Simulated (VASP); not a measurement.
A run of VASP 6.6.1 is set up as follows.

File INCAR:

```
SYSTEM = CaO
  ALGO = Normal
  EDIFF = 1E-6
  ENCUT = 600
  GGA = PE
  GGA_COMPAT = .FALSE.
  ISIF = 2
  ISMEAR = 0
  LASPH = .TRUE.
  LCHARG = .TRUE.
  LELF = .TRUE.
  LREAL = .FALSE.
  LVHAR = .TRUE.
  LWAVE = .FALSE.
  NBANDS = 15
  NELM = 120
  PREC = Accurate
  SIGMA = 0.01
```

File KPOINTS:

```
k-points
0
G
  4 4 4
  0 0 0
```

Contents of POSCAR:

```
CaO
1.0
    0.0000000000      2.3975473901      2.3975473901
    2.3975473901      0.0000000000      2.3975473901
    2.3975473901      2.3975473901      0.0000000000
Ca O
1 1
Direct
    0.0000000000      0.0000000000      0.0000000000
    0.5000000000      0.5000000000      0.5000000000
```

Potentials or basis: VASP PAW PBE potentials, release 64 (Ca_sv, O).

Command:

```console
$ cat potpaw_PBE.64/Ca_sv/POTCAR potpaw_PBE.64/O/POTCAR > POTCAR
$ mpirun -np 1 vasp_std > vasp.out
```

What does it give for the band gap on the k mesh?

3.63 eV (least direct gap 4.00 eV).

Predict the pressure.

3.0 GPa.

Caveat: the k points lie up to 0.57 Å⁻¹ apart. A k mesh can miss the band edges.
